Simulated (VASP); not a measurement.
**Li4F: single point with PBEsol**

The system is Li4F, a slab with vacuum.

```
CELL_PARAMETERS angstrom
3.05340 0.00000 0.00000
0.00000 3.05340 0.00000
0.00000 0.00000 25.47724
ATOMIC_POSITIONS crystal
Li 0.50000 0.50000 0.33363
Li 0.00000 0.00000 0.41838
Li 0.50000 0.50000 0.50649
Li 0.00000 0.00000 0.59147
F 0.25000 0.50000 0.59055
```

```json
{
  "Program": "VASP 6.6.1",
  "Task": "single point",
  "Functional": "PBEsol",
  "Potentials or basis": "VASP PAW PBE potentials, release 64 (Li_sv, F)",
  "Cutoff": "520 eV",
  "k mesh": "9 × 9 × 1",
  "Occupations": "gaussian, width 0.1 eV",
  "Spin": "no spin polarisation"
}
```

```yaml
Largest_force: 0.806 eV/Å
```

Forces in eV/Å, atoms in the order of the input:
```
Li   0.000  0.000 -0.006
Li  -0.001  0.000  0.110
Li  -0.220  0.000  0.027
Li  -0.586  0.000 -0.109
F    0.806  0.000 -0.021
```

Levels at points of the mesh, in eV from the Fermi level:
| k point | band 7 | band 8 | band 9 | band 10 | band 11 | band 12 | band 13 | band 14 |
| --- | --- | --- | --- | --- | --- | --- | --- | --- |
| (0.00, 0.00, 0.00) | -7.00 | -6.13 | -3.13 | -1.94 | -0.27 | 0.54 | 1.38 | 2.01 |

Wall time 4.4 min on 1 thread of AMD EPYC 7R43 64-Core Processor (Zen 3), on a shared host, peak memory 0.32 GiB.

Caveat: the PAW data sets were made with another functional, which shifts forces and pressure a little; an odd number of electrons without spin polarisation forces a metal; a magnetic or distorted state may lie lower.
